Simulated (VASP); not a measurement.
A run of VASP 6.6.1 is set up as follows.

INCAR

```
SYSTEM = GaAs
ALGO = Normal
EDIFF = 1E-6
ENCUT = 520
GGA = PE
ISIF = 2
ISMEAR = 0
LASPH = .True.
LCHARG = .True.
LELF = .True.
LREAL = .False.
LVHAR = .True.
LWAVE = .False.
NBANDS = 16
NELM = 80
PREC = Accurate
SIGMA = 0.05
```

Contents of KPOINTS:

```
k-points
0
Gamma
  10 10 10
  0 0 0
```

File POSCAR:

```
GaAs
1.0
    0.0000000000      2.8268500000      2.9257897500
    2.8268500000      0.0000000000      2.9257897500
    2.8268500000      2.8268500000      0.0000000000
Ga As
1 1
Direct
    0.0000000000      0.0000000000      0.0000000000
    0.7500000000      0.7500000000      0.7500000000
```

Potentials or basis: VASP PAW PBE potentials, release 64 (Ga_d, As).

The run is started by

```sh
$ cat potpaw_PBE.64/Ga_d/POTCAR potpaw_PBE.64/As/POTCAR > POTCAR
$ mpirun -np 1 vasp_std > vasp.out
```

Q: Estimate the band gap on the k mesh.

A: 0.19 eV, direct.

Q: What does it give for the pressure?

A: 1.0 GPa.

Stress tensor (GPa, compression positive):
```
 1.72  0.00  0.00
 0.00  1.72  0.00
 0.00  0.00 -0.41
```

Caveat: the cell differs from its parent crystal (strain +0.0350 x Voigt [0, 0, 1, 0, 0, 0]).
